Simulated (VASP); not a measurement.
The system is Ni.

```xyz
1
Lattice="0.0000 1.7717 1.7717 1.7717 0.0000 1.7717 1.7717 1.7717 0.0000" Properties=species:S:1:pos:R:3 pbc="T T T"
Ni    0.0000    0.0000    0.0000
```

Base run:

```yaml
Program: VASP 6.6.1
Functional: r2SCAN
Potentials_or_basis: VASP PAW PBE potentials, release 64 (Ni)
Cutoff: 520 eV
k_mesh: 13 × 13 × 13
Occupations: fermi-dirac, width 0.05 eV
Spin: collinear spin, ferromagnetic start
Starting_moments: "[1.0] μB"
```

Its results: pressure -10.3 GPa; net moment 0.73 μB per cell; site moments Ni +0.76 μB.

Q: The run is repeated on the same cell with these changes: functional from r2SCAN to PBE0; k mesh from 13 × 13 × 13 to 8 × 8 × 8. What comes out?

A: Pressure -7.9 GPa; net moment 0.70 μB per cell; site moments Ni +0.75 μB.

Several settings changed at once, so the effect can't be laid on one alone.

Caveats: some runs use coarse meshes; the PAW data sets were made with another functional, which shifts forces and pressure a little.
